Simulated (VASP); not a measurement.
# Li3Sc in VASP: single point with PBE

Aim: the single point of Li3Sc with PBE.

All numbers are computed with VASP 6.6.1; they aren't measurements. Logs are shortened: lines on timing, memory, paths and dates and some standing lists are left out, and cuts for length are marked.

## Step 1: The cell of the first run

The typed cell holds 8 atoms: a = 6.231 Å, b = 6.231 Å, c = 4.933 Å, α = 90.00°, β = 90.00°, γ = 120.00°.

## Step 2: Single point, PBE

Contents of INCAR:

```
PREC = Accurate ; ENCUT = 520
EDIFF = 1E-6 ; ISMEAR = -1
SIGMA = 0.2 ; LREAL = False
LASPH = True ; NELM = 60
ALGO = Normal ; ISIF = 2
LWAVE = False ; LCHARG = False
GGA = PE ; NBANDS = 30
```

Contents of KPOINTS:

```
Automatic mesh
0
Gamma
  5 5 5
```

Contents of POSCAR:

```
Li3Sc
1.0
    6.2314560000      0.0000000000      0.0000000000
   -3.1157280000      5.3965991986      0.0000000000
    0.0000000000      0.0000000000      4.9326660000
Li Sc
6 2
Direct
    0.3217000000      0.1609000000      0.7500000000
    0.8391000000      0.1609000000      0.7500000000
    0.8391000000      0.6783000000      0.7500000000
    0.6783000000      0.8391000000      0.2500000000
    0.1609000000      0.8391000000      0.2500000000
    0.1609000000      0.3217000000      0.2500000000
    0.6666666667      0.3333333333      0.2500000000
    0.3333333333      0.6666666667      0.7500000000
```

Potentials or basis: VASP PAW PBE potentials, release 64 (Li_sv, Sc_sv).

On the command line:

```console
$ cat potpaw_PBE.64/Li_sv/POTCAR potpaw_PBE.64/Sc_sv/POTCAR > POTCAR
$ mpirun -np 1 vasp_std > vasp.out
```

OUTCAR:

```text
PREC = Accurate
   ENCUT = 520
   EDIFF = 1E-6
   ISMEAR = -1
   LREAL = False
   LASPH = True
   NELM = 60
   ISIF = 2
   GGA = PE

 ion  position               nearest neighbor table
   1  0.322  0.161  0.750-
   2  0.839  0.161  0.750-
   3  0.839  0.678  0.750-
   4  0.678  0.839  0.250-
   5  0.161  0.839  0.250-
   6  0.161  0.322  0.250-
   7  0.667  0.333  0.250-
   8  0.333  0.667  0.750-

  LATTYP: Found a hexagonal cell.
 ALAT       =     6.2314560000
 C/A-ratio  =     0.7915751953

  Lattice vectors:

 A1 = (   6.2314560000,   0.0000000000,   0.0000000000)
 A2 = (  -3.1157280000,   5.3965991986,   0.0000000000)
 A3 = (   0.0000000000,   0.0000000000,   4.9326660000)

Analysis of symmetry for initial positions (statically):
=====================================================================
 Subroutine PRICEL returns:
 Original cell was already a primitive cell.

 Routine SETGRP: Setting up the symmetry group for a
 hexagonal supercell.

 Subroutine GETGRP returns: Found  8 space group operations
 (whereof  4 operations were pure point group operations)
 out of a pool of 24 trial point group operations.

The static configuration has the point symmetry C_2h.
 The point group associated with its full space group is D_2h.

Analysis of symmetry for dynamics (positions and initial velocities):
=====================================================================
 Subroutine PRICEL returns:
 Original cell was already a primitive cell.

 Routine SETGRP: Setting up the symmetry group for a
 hexagonal supercell.

 Subroutine GETGRP returns: Found  8 space group operations
 (whereof  4 operations were pure point group operations)
 out of a pool of 24 trial point group operations.

The dynamic configuration has the point symmetry C_2h.
 The point group associated with its full space group is D_2h.

 Subroutine INISYM returns: Found  8 space group operations
 (whereof  4 operations are pure point group operations),
 and found     1 'primitive' translations

----------------------------------------------------------------------------------------

                                     Primitive cell

  volume of cell :     165.8790

  direct lattice vectors                    reciprocal lattice vectors
     6.231456000  0.000000000  0.000000000     0.160476139  0.092650942  0.000000000
    -3.115728000  5.396599199  0.000000000     0.000000000  0.185301884  0.000000000
     0.000000000  0.000000000  4.932666000     0.000000000  0.000000000  0.202730126

  length of vectors
     6.231456000  6.231456000  4.932666000     0.185301884  0.185301884  0.202730126

  position of ions in fractional coordinates (direct lattice)
     0.321700000  0.160900000  0.750000000
     0.839100000  0.160900000  0.750000000
     0.839100000  0.678300000  0.750000000
     0.678300000  0.839100000  0.250000000
     0.160900000  0.839100000  0.250000000
     0.160900000  0.321700000  0.250000000
     0.666666667  0.333333333  0.250000000
     0.333333333  0.666666667  0.750000000

  ion indices of the primitive-cell ions
   primitive index   ion index
                 1           1
                 2           2
                 3           3
                 4           4
                 5           5
                 6           6
                 7           7
                 8           8

----------------------------------------------------------------------------------------

 KPOINTS: Automatic mesh

Automatic generation of k-mesh.
 Grid dimensions read from file:
 generate k-points for:    5    5    5

 Generating k-lattice:

  Cartesian coordinates                     Fractional coordinates (reciprocal lattice)
     0.032095228  0.018530188  0.000000000     0.200000000 -0.000000000  0.000000000
     0.000000000  0.037060377  0.000000000     0.000000000  0.200000000  0.000000000
     0.000000000  0.000000000  0.040546025     0.000000000  0.000000000  0.200000000

  Length of vectors
     0.037060377  0.037060377  0.040546025

  Shift w.r.t. Gamma in fractional coordinates (k-lattice)
     0.000000000  0.000000000  0.000000000

 Subroutine IBZKPT returns following result:
 ===========================================

 Found     27 irreducible k-points:

 Following reciprocal coordinates:
            Coordinates               Weight
  0.000000  0.000000  0.000000      1.000000
  0.200000 -0.000000  0.000000      4.000000
 -0.200000  0.200000  0.000000      2.000000
  0.400000  0.000000  0.000000      4.000000
 -0.400000  0.400000  0.000000      2.000000
  0.200000  0.200000  0.000000      2.000000
[... 16 lines left out ...]
 -0.400000  0.400000  0.400000      4.000000
  0.200000  0.200000  0.400000      4.000000
 [... further k-points ...]
   k-points           NKPTS =     27   k-points in BZ     NKDIM =     27   number of bands    NBANDS=     30
   number of dos      NEDOS =    301   number of ions     NIONS =      8
   total plane-waves  NPLWV =  92160
   dimension x,y,z NGX =    48 NGY =   48 NGZ =   40
   dimension x,y,z NGXF=    96 NGYF=   96 NGZF=   80
   ions per type =               6   2
   NGX,Y,Z   is equivalent  to a cutoff of  12.81, 12.81, 13.48 a.u.
   NGXF,Y,Z  is equivalent  to a cutoff of  25.61, 25.61, 26.96 a.u.
 SYSTEM =  unknown system
   PREC   = accura    normal or accurate (medium, high low for compatibility)
   ISTART =      0    job   : 0-new  1-cont  2-samecut
   ICHARG =      2    charge: 1-file 2-atom 10-const
   ISPIN  =      1    spin polarized calculation?
   LNONCOLLINEAR =      F non collinear calculations
   LSORBIT =      F    spin-orbit coupling
   LASPH  =      T    aspherical Exc in radial PAW
   ENCUT  =  520.0 eV  38.22 Ry    6.18 a.u.  11.59 11.59  9.17*2*pi/ulx,y,z
   NELM   =     60;   NELMIN=  2; NELMDL= -5     # of ELM steps
   EDIFF  = 0.1E-05   stopping-criterion for ELM
   LREAL  =      F    real-space projection
   EDIFFG = 0.1E-04   stopping-criterion for IOM
   NSW    =      0    number of steps for IOM
   IBRION =     -1    ionic relax: 0-MD 1-quasi-New 2-CG
   NFREE  =      0    steps in history (QN), initial steepest desc. (CG)
   ISIF   =      2    stress and relaxation
   ISYM   =      2    0-nonsym 1-usesym 2-fastsym
   POTIM  = 0.5000    time-step for ionic-motion
   TEBEG  =    0.0;   TEEND  =   0.0 temperature during run
   PSTRESS=    0.0 pullay stress
   NELECT =      40.0000    total number of electrons
   NUPDOWN=      -1.0000    fix difference up-down
   EMIN   =  10.00;   EMAX   =-10.00  energy-range for DOS
   EFERMI =   0.00;   METHOD = LEGACY
   ISMEAR =    -1;   SIGMA  =   0.20  broadening in eV -4-tet -1-fermi 0-gaus
   EFERMI_NEDOS =   21; number of points for ismear=-14 and -15
   IALGO  =     38    algorithm
   IMIX   =      4    mixing-type and parameters
     AMIX     =   0.40;   BMIX     =  1.00
     AMIX_MAG =   1.60;   BMIX_MAG =  1.00
  volume/ion in A,a.u.               =      20.73       139.93
  Fermi-wavevector in a.u.,A,eV,Ry     =   1.018977  1.925587 14.127120  1.038314
  Thomas-Fermi vector in A             =   2.152465
   LORBIT       =      0    0 simple, 1 ext, 2 COOP (PROOUT), +10 PAW based schemes
   GGA     = PE    functional components
   LHFCALC =     F    Hartree Fock is set to
   AEXX    =    0.0000 exact exchange contribution
   IVDW    =     0    specifies the selected vdW correction
   LEPSILON=     F    determine dielectric tensor
   LRPA    =     F    only Hartree local field effects (RPA)
 non-spin polarized calculation
  energy-cutoff  :      520.00
  volume of cell :      165.88
 maximum number of plane-waves:      4500
 NGX is ok and might be reduce to    48
   NGX = 23   NGY = 23   NGZ = 19

 number of electron      40.0000014 magnetization

 Free energy of the ion-electron system (eV)
  ---------------------------------------------------
  ext. energy  EPLUGINS =         0.00000000
  ---------------------------------------------------
  free energy    TOTEN  =       -22.77752218 eV

  energy without entropy =      -21.67440146  energy(sigma->0) =      -22.22596182

 E-fermi :   1.5713     XC(G=0):  -8.0162

 val. band max:        1.5458886282   @ k =   0.4000   0.4000   0.2000
 cond. band min:       1.6052854645   @ k =  -0.2000   0.2000   0.4000
 fundamental gap:      0.0593968364
 Fermi energy:         1.5712742666

 k-point     1 :       0.0000    0.0000    0.0000
  band No.  band energies     occupation
      1     -48.6957      2.00000
      2     -48.6947      2.00000
      3     -44.3532      2.00000
      4     -44.3413      2.00000
      5     -44.3413      2.00000
      6     -44.3384      2.00000
[... 22 lines left out ...]
     29       3.0639      0.00115
     30       3.4078      0.00021

 k-point     2 :       0.2000   -0.0000    0.0000
  band No.  band energies     occupation
      1     -48.6956      2.00000
      2     -48.6948      2.00000
      3     -44.3526      2.00000
      4     -44.3420      2.00000
      5     -44.3414      2.00000
      6     -44.3380      2.00000
[... 22 lines left out ...]
     29       3.2895      0.00037
     30       3.6194      0.00007

 k-point     3 :      -0.2000    0.2000    0.0000
  band No.  band energies     occupation
      1     -48.6956      2.00000
      2     -48.6948      2.00000
      3     -44.3526      2.00000
      4     -44.3421      2.00000
      5     -44.3413      2.00000
      6     -44.3381      2.00000
[... 22 lines left out ...]
     29       3.2897      0.00037
     30       3.6194      0.00007

 k-point     4 :       0.4000    0.0000    0.0000
  band No.  band energies     occupation
      1     -48.6954      2.00000
      2     -48.6949      2.00000
      3     -44.3514      2.00000
      4     -44.3434      2.00000
      5     -44.3414      2.00000
      6     -44.3369      2.00000
[... 22 lines left out ...]
     29       3.9219      0.00002
     30       4.8023      0.00000

 k-point     5 :      -0.4000    0.4000    0.0000
  band No.  band energies     occupation
      1     -48.6954      2.00000
      2     -48.6949      2.00000
      3     -44.3514      2.00000
      4     -44.3434      2.00000
      5     -44.3414      2.00000
      6     -44.3369      2.00000
[... 22 lines left out ...]
     29       3.9221      0.00002
     30       4.8025      0.00000
[... 526 lines left out ...]
     29       3.4937      0.00013
     30       3.6084      0.00008

 k-point    22 :       0.4000    0.0000    0.4000
  band No.  band energies     occupation
      1     -48.6952      2.00000
      2     -48.6950      2.00000
      3     -44.3463      2.00000
      4     -44.3422      2.00000
      5     -44.3404      2.00000
      6     -44.3388      2.00000
[... 22 lines left out ...]
     29       3.6365      0.00007
     30       3.7521      0.00004

 k-point    23 :      -0.4000    0.4000    0.4000
  band No.  band energies     occupation
      1     -48.6952      2.00000
      2     -48.6950      2.00000
      3     -44.3463      2.00000
      4     -44.3421      2.00000
      5     -44.3405      2.00000
      6     -44.3388      2.00000
[... 22 lines left out ...]
     29       3.6367      0.00007
     30       3.7520      0.00004

 k-point    24 :       0.2000    0.2000    0.4000
  band No.  band energies     occupation
      1     -48.6952      2.00000
      2     -48.6950      2.00000
      3     -44.3466      2.00000
      4     -44.3423      2.00000
      5     -44.3403      2.00000
      6     -44.3392      2.00000
[... 22 lines left out ...]
     29       3.3891      0.00023
     30       3.6757      0.00005

 [... further k-points ...]

------------------------ aborting loop because EDIFF is reached ----------------------------------------

  FORCE on cell =-STRESS in cart. coord.  units (eV):
  Direction    XX          YY          ZZ          XY          YZ          ZX
  --------------------------------------------------------------------------------------
  -------------------------------------------------------------------------------------
  Total        0.1473805      0.1452712      0.4438411     -0.0018267      0.0000000      0.0000000
  in kB        1.4235056      1.4031326      4.2869325     -0.0176435      0.0000000      0.0000000
  external PRESSURE =       2.3711902 kB  Pullay stress =       0.0000000 kB

 VOLUME and BASIS-vectors are now :
 -----------------------------------------------------------------------------
  energy-cutoff  :      520.00
  volume of cell :      165.88
      direct lattice vectors                 reciprocal lattice vectors
     6.231456000  0.000000000  0.000000000     0.160476139  0.092650942  0.000000000
    -3.115728000  5.396599199  0.000000000     0.000000000  0.185301884  0.000000000
     0.000000000  0.000000000  4.932666000     0.000000000  0.000000000  0.202730126

 POSITION                                       TOTAL-FORCE (eV/Angst)
 -----------------------------------------------------------------------------------
      1.50334      0.86831      3.69950         0.001374      0.000042      0.000000
      4.72749      0.86831      3.69950        -0.000885      0.000511      0.000000
      3.11542      3.66051      3.69950         0.000651     -0.001211     -0.000000
      1.61239      4.52829      1.23317        -0.001374     -0.000042     -0.000000
     -1.61177      4.52829      1.23317         0.000885     -0.000511     -0.000000
      0.00031      1.73609      1.23317        -0.000651      0.001211      0.000000
      3.11573      1.79887      1.23317         0.000481     -0.000278      0.000000
     -0.00000      3.59773      3.69950        -0.000481      0.000278     -0.000000
 -----------------------------------------------------------------------------------
    total drift:                               -0.000000      0.000000     -0.000000

  FREE ENERGIE OF THE ION-ELECTRON SYSTEM (eV)
  ---------------------------------------------------
  free  energy   TOTEN  =       -22.7775221757 eV

  energy  without entropy=      -21.6744014573  energy(sigma->0) =      -22.22596182
```

Wall time 3.7 min (1 thread of Intel Xeon 8259CL, shared host); peak memory 0.35 GiB.

Results:

* Free energy: -22.7775 eV
* Band gap on the k mesh: zero (bands 20 and 21 overlap by 0.34 eV)

Levels at points of the mesh, in eV from the Fermi level:
```tsv
k point	band 16	band 17	band 18	band 19	band 20	band 21	band 22	band 23	band 24	band 25
(0.00, 0.00, 0.00)	-0.55	-0.53	-0.35	-0.35	-0.16	-0.16	0.23	0.66	0.66	1.20
```

Caveat: the cutoff is under 1.25 times the usual one of these potentials, so pressure, stress and relaxed cells hold a basis-set (Pulay) error.
